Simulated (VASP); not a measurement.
Crystal: Mo.

```
CELL_PARAMETERS angstrom
-1.59430 1.59430 1.59430
1.59430 -1.59430 1.59430
1.59430 1.59430 -1.59430
ATOMIC_POSITIONS crystal
Mo 0.00000 0.00000 0.00000
```

This cell differs from its parent crystal: volume scaled by 1.02.

Base run:

| Quantity | Value |
| --- | --- |
| Program | VASP 6.6.1 |
| Functional | PBEsol |
| Potentials or basis | VASP PAW PBE potentials, release 64 (Mo_sv) |
| Cutoff | 520 eV |
| k mesh | 12 × 12 × 12 |
| Occupations | fermi-dirac, width 0.05 eV |
| Spin | no spin polarisation |

Its results: band gap on the k mesh zero (band 7 reaches 15.70 eV, above the bottom of band 8 at 10.59 eV); pressure -13.8 GPa.

Problem. After a change of settings the same cell gave: band gap on the k mesh zero (band 7 reaches 15.80 eV, above the bottom of band 8 at 10.72 eV); pressure -6.2 GPa. Which change was it?
A. functional from PBEsol to HSE06; k mesh from 12 × 12 × 12 to 8 × 8 × 8
B. functional from PBEsol to RPBE; dispersion from none to D4
C. functional from PBEsol to PBE

Solution. C.

PBE binds less tightly than PBEsol, so the same cell stands under more pressure.

Caveats: the PAW data sets were made with another functional, which shifts forces and pressure a little (some runs).
